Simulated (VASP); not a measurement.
A run of VASP 6.6.1:

Contents of INCAR:

```
SYSTEM = Be
PREC = Accurate ; ENCUT = 520
EDIFF = 1E-6 ; ISMEAR = -1
SIGMA = 0.05 ; LREAL = .False.
LASPH = .True. ; NELM = 80
ALGO = Fast ; ISIF = 2
LWAVE = .False. ; LCHARG = .True.
GGA = PE ; LELF = .True.
LVHAR = .True. ; NBANDS = 9
```

File KPOINTS:

```
Automatic mesh
0
Gamma
  13 13 8
  0 0 0
```

File POSCAR:

```
Be
1.0
    2.2386481342      0.0000000000      0.0000000000
   -1.1193240671      1.9387261544      0.0000000000
    0.0000000000      0.0000000000      3.5110325309
Be
2
Direct
    0.6666666667      0.3333333333      0.7500000000
    0.3333333333      0.6666666667      0.2500000000
```

Potentials or basis: VASP PAW PBE potentials, release 64 (Be).

The run is started by

```sh
$ cat potpaw_PBE.64/Be/POTCAR > POTCAR
$ mpirun -np 1 vasp_std > vasp.out
```

Hardware: 1 thread of Intel Xeon 8259CL, on a shared host.

Estimate the wall time of this run.

Wall time 18 s on 1 thread of Intel Xeon 8259CL (shared host), peak memory 0.13 GiB. Counts: scf iterations 11, k points 105.
